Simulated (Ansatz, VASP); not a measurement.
TiN: VASP beside Ansatz

INCAR

```
PREC = Accurate ; ENCUT = 520
EDIFF = 1E-6 ; ISMEAR = -1
SIGMA = 0.08 ; LREAL = False
LASPH = True ; NELM = 60
ALGO = Normal ; ISIF = 2
LWAVE = False ; LCHARG = False
NBANDS = 16
```

File KPOINTS:

```
regular mesh
0
Gamma
  17 17 17
```

Contents of POSCAR:

```
TiN
1.0
    0.0000000000      1.7975494911      1.7975494911
    1.7975494911      0.0000000000      1.7975494911
    1.7975494911      1.7975494911      0.0000000000
Ti N
1 1
Direct
    0.0000000000      0.0000000000      0.0000000000
    0.5000000000      0.5000000000      0.5000000000
```

Input for Ansatz:

```yaml
crystal:
  lattice:
    - [0.0, 1.7975494911, 1.7975494911]
    - [1.7975494911, 0.0, 1.7975494911]
    - [1.7975494911, 1.7975494911, 0.0]
  atoms:
    - { symbol: Ti, position: [0.0, 0.0, 0.0] }
    - { symbol: "N", position: [0.5, 0.5, 0.5] }
kpoints:
  mp_grid: { grid: [17, 17, 17] }
scf:
  occupations: { method: fermi_dirac, width: 0.08 }
hamiltonian:
  xc: lda
  pseudopotentials: { kind: paw, core: large }
output:
  forces: true
  stress: true
  eigenvalues: true
```

Change from the starting cell: volume scaled by 0.64, PAW files, core large.

Alike in both runs: task single point; functional LDA; k mesh 17 × 17 × 17; occupations fermi-dirac, width 0.08 eV; no spin polarisation.

```csv
,VASP,Ansatz
version,VASP 6.6.1,Ansatz 0.2.0
potentials or method,"VASP PAW LDA potentials, release 64 (Ti_sv, N)","PAW with other files of Ansatz's library (core large), scalar-relativistic"
plane-wave cutoff (eV),520,420
valence electrons in the cell,17,17
```

VASP gave:

| Item | Value |
| --- | --- |
| pressure (GPa) | 359.3 |

Q: Estimate Ansatz's values.

A: Pressure (GPa): 357.5.

LDA's correlation is that of Perdew and Zunger in VASP and of Perdew and Wang (1992) in Ansatz. Both programs put the cell under a high pressure, so it lies far from rest at this level. Ansatz's warnings: datasets by core.

Noted on VASP's run: the cell as given lies far from equilibrium.
